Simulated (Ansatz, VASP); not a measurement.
# Two plane-wave programs on KMgF3

```
K Mg F
1.0
     3.98082    0.00000    0.00000
     0.00000    3.98082    0.00000
     0.00000    0.00000    3.98082
K Mg F
1 1 3
Direct
  0.50000 0.50000 0.50000
  0.00000 0.00000 0.00000
  0.50000 0.00000 0.00000
  0.00000 0.50000 0.00000
  0.00000 0.00000 0.50000
```

Alike in both runs: functional r2SCAN; k mesh 6 × 6 × 6; occupations gaussian, width 0.02 eV; no spin polarisation.

Ansatz relaxed the structure, and its values are those at the end. VASP's run is a single point on that final structure, the one shown.

|  | VASP | Ansatz |
| --- | --- | --- |
| version | VASP 6.6.1 | Ansatz 0.2.0 |
| potentials or method | VASP PAW PBE potentials, release 64 (K_sv, Mg, F), cutoff 520 eV | scalar-relativistic, plane waves, PAW |
| valence electrons in the cell | 32 | 40 |

Ansatz gave:

```
gap on the k mesh at the Fermi level (eV) : 8.30
least direct gap on the mesh (eV)         : 8.61
pressure (GPa)                            : 0.0
```

**Question.** Estimate VASP's values.

**Answer.** gap on the k mesh at the Fermi level (eV): 8.28; least direct gap on the mesh (eV): 8.60; pressure (GPa): -0.6.

VASP's potentials were made for PBE, not for r2SCAN. With one functional, cell and mesh, what is left measures potentials, basis and numerics. VASP's potentials hold 32 valence electrons a cell and Ansatz's 40, so a difference there can come from the potentials and not from the codes.
